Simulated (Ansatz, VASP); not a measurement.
## CaO in VASP and in Ansatz

The input INCAR:

```
SYSTEM = CaO
PREC = Accurate
ENCUT = 520
EDIFF = 1E-6
ISMEAR = 0
SIGMA = 0.1
LREAL = .False.
LASPH = .True.
NELM = 100
ALGO = Normal
ISIF = 2
LWAVE = .False.
LCHARG = .False.
GGA = PE
NBANDS = 24
```

KPOINTS

```
Automatic mesh
0
Gamma
  6 6 6
  0 0 0
```

File POSCAR:

```
CaO
1.0
    0.0000000000      3.1960167200      3.1960167200
    3.1960167200      0.0000000000      3.1960167200
    3.1960167200      3.1960167200      0.0000000000
Ca O
2 2
Direct
    0.5000000000      0.5000000000      0.5000000000
    0.7500000000      0.7500000000      0.7500000000
    0.0000000000      0.0000000000      0.0000000000
    0.2500000000      0.2500000000      0.2500000000
```

Input for Ansatz:

```yaml
crystal:
  lattice:
    - [0.0, 3.19601672, 3.19601672]
    - [3.19601672, 0.0, 3.19601672]
    - [3.19601672, 3.19601672, 0.0]
  atoms:
    - { symbol: Ca, position: [0.5, 0.5, 0.5] }
    - { symbol: Ca, position: [0.75, 0.75, 0.75] }
    - { symbol: O, position: [0.0, 0.0, 0.0] }
    - { symbol: O, position: [0.25, 0.25, 0.25] }
basis:
  ecutwfc: 420
kpoints:
  mp_grid: { grid: [6, 6, 6] }
hamiltonian:
  xc: pbe
scf:
  occupations: { method: gaussian, width: 0.1 }
  lower_state_search: "off"
output:
  forces: true
  stress: true
  eigenvalues: true
```

Change from the starting cell: species swapped into the LiGa type (Fd-3m, No. 227).

Alike in both runs: task single point; functional PBE; k mesh 6 × 6 × 6; occupations gaussian, width 0.1 eV; no spin polarisation.

|  | VASP | Ansatz |
| --- | --- | --- |
| version | VASP 6.6.1 | Ansatz 0.2.0 |
| potentials or method | VASP PAW PBE potentials, release 64 (Ca_sv, O), cutoff 520 eV | scalar-relativistic, plane waves, PAW |
| valence electrons in the cell | 32 | 32 |

|  | VASP | Ansatz | Ansatz less VASP |
| --- | --- | --- | --- |
| gap on the k mesh at the Fermi level (eV) | 1.09 | 1.09 | 0.000 |
| least direct gap on the mesh (eV) | 1.73 | 1.73 | -0.001 |
| pressure (GPa) | -11.2 | -11.3 | -0.12 |

The functional is the same, so the differences come from potentials, cutoffs and numerics.
